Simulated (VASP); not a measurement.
A run of VASP 6.6.1 is set up as follows.

The input INCAR:

```
SYSTEM = Ti3H
PREC = Accurate
ENCUT = 520
EDIFF = 1E-7
ISMEAR = 0
SIGMA = 0.1
LREAL = .FALSE.
LASPH = .TRUE.
NELM = 100
ALGO = Normal
ISIF = 2
LWAVE = .FALSE.
LCHARG = .FALSE.
LDIPOL = .TRUE.
IDIPOL = 3
DIPOL = 0.5 0.5 0.343
GGA = PE
NBANDS = 26
```

File KPOINTS:

```
regular mesh
0
G
  10 10 1
  0 0 0
```

Contents of POSCAR:

```
Ti3H
1.0
    2.8193504947      0.0000000000      0.0000000000
   -0.9397834982      2.6581091378      0.0000000000
    0.0000000000      0.0000000000     21.3259744853
Ti H
3 1
Direct
    0.5000000000      0.5000000000      0.1875646997
    0.0000000000      0.0000000000      0.2892724347
    0.5000000000      0.5000000000      0.3904147260
    1.0000000000      1.0000000000      0.5062359281
```

Potentials or basis: VASP PAW PBE potentials, release 64 (Ti_sv, H).

The run is started by

```bash
$ cat potpaw_PBE.64/Ti_sv/POTCAR potpaw_PBE.64/H/POTCAR > POTCAR
$ mpirun -np 1 vasp_std > vasp.out
```

Problem. Predict the band gap on the k mesh.

Solution. Zero (an odd number of electrons rules out a gap without spin polarisation).

Problem. Estimate the largest force.

Solution. 1.834 eV/Å.

Forces on the atoms (eV/Å):
```
Ti   0.000  0.000 -0.012
Ti   0.000  0.000 -0.164
Ti   0.000  0.000  1.834
H    0.000  0.000 -1.657
```
